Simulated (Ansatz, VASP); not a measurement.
**One calculation of PbS, two programs**

File INCAR:

```
ALGO = Normal
EDIFF = 1E-6
EDIFFG = -0.005
ENCUT = 600
GGA = PE
IBRION = 2
ISIF = 3
ISMEAR = 0
IVDW = 12
LASPH = True
LCHARG = False
LREAL = False
LWAVE = False
NELM = 60
NSW = 100
PREC = Accurate
SIGMA = 0.02
```

The input KPOINTS:

```
k-points
0
Gamma
  8 8 6
```

File POSCAR:

```
PbS
1.0
    2.9590534504     -2.9645926993      0.1814803351
    2.9590534504      2.9645926993      0.1814803351
   -0.3641964991      0.0000000000      5.9387847248
Pb S
2 2
Direct
    0.7500168829      0.7500168829      0.7499299700
    0.2499831171      0.2499831171      0.2500700300
    0.2500274686      0.2500274686      0.7497205563
    0.7499725314      0.7499725314      0.2502794437
```

Input for Ansatz:

```yaml
crystal:
  lattice:
    - [2.9590534504, -2.9645926993, 0.1814803351]
    - [2.9590534504, 2.9645926993, 0.1814803351]
    - [-0.3641964991, 0.0, 5.9387847248]
  atoms:
    - { symbol: Pb, position: [0.7500168829, 0.7500168829, 0.74992997] }
    - { symbol: Pb, position: [0.2499831171, 0.2499831171, 0.25007003] }
    - { symbol: S, position: [0.2500274686, 0.2500274686, 0.7497205563] }
    - { symbol: S, position: [0.7499725314, 0.7499725314, 0.2502794437] }
basis:
  ecutwfc: 420
kpoints:
  mp_grid: { grid: [8, 8, 6] }
hamiltonian:
  xc: pbe
  dispersion: d3bj
scf:
  occupations: { method: gaussian, width: 0.02 }
output:
  forces: true
  stress: true
  eigenvalues: true
relax:
  adjacent_minimum: "off"
  f_tol: 0.005
  max_steps: 80
  cell: { stress_tol: 0.05 }
```

Alike in both runs: task relaxation of cell and atoms; functional PBE; dispersion D3(BJ); k mesh 8 × 8 × 6; occupations gaussian, width 0.02 eV; no spin polarisation.

|  | VASP | Ansatz |
| --- | --- | --- |
| version | VASP 6.6.1 | Ansatz 0.2.0 |
| potentials or method | VASP PAW PBE potentials, release 64 (Pb_d, S), cutoff 600 eV | scalar-relativistic, plane waves, PAW |
| valence electrons in the cell | 40 | 40 |

|  | VASP | Ansatz | Ansatz less VASP |
| --- | --- | --- | --- |
| gap on the k mesh at the Fermi level, each at its own relaxed structure (eV) | 0.37 | 0.36 | -0.006 |
| relaxed volume (Å³/atom) | 26.12 | 26.13 | +0.010 |
| relaxed cell length with the largest relative difference (Å) | 4.195 | 4.196 | +0.0006 |

Ansatz's warnings: relaxed geometry near dispersion switch.

Neither program's run includes spin-orbit coupling.
